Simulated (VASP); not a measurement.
A run of VASP 6.6.1:

File INCAR:

```
PREC = Accurate ; ENCUT = 520
EDIFF = 1E-8 ; ISMEAR = -1
SIGMA = 0.15 ; LREAL = False
LASPH = True ; NELM = 60
ALGO = Normal ; ISIF = 2
LWAVE = False ; LCHARG = False
GGA = CA ; NBANDS = 18
IBRION = 8 ; NSW = 1
```

KPOINTS

```
regular mesh
0
Gamma
  16 16 12
```

File POSCAR:

```
VPt
1.0
    2.6548819647      0.0000000000      0.0000000000
    0.0000000000      2.6548819647      0.0000000000
    0.0000000000      0.0000000000      3.8308134572
V Pt
1 1
Direct
    0.5000000000      0.5000000000      0.5000000000
    0.0000000000      0.0000000000      0.0000000000
```

Potentials or basis: VASP PAW LDA potentials, release 64 (V_sv, Pt).

Launch:

```sh
$ cat potpaw_LDA.64/V_sv/POTCAR potpaw_LDA.64/Pt/POTCAR > POTCAR
$ mpirun -np 1 vasp_std > vasp.out
```

Hardware: 1 thread of Oxide Virtual Turin-like Processor, on a shared host.

Problem. How long does it take, and how much memory?

Solution. It took 21 min on 1 thread of Oxide Virtual Turin-like Processor (shared host), peak memory 0.61 GiB. Counts: scf iterations 77, k points 315.
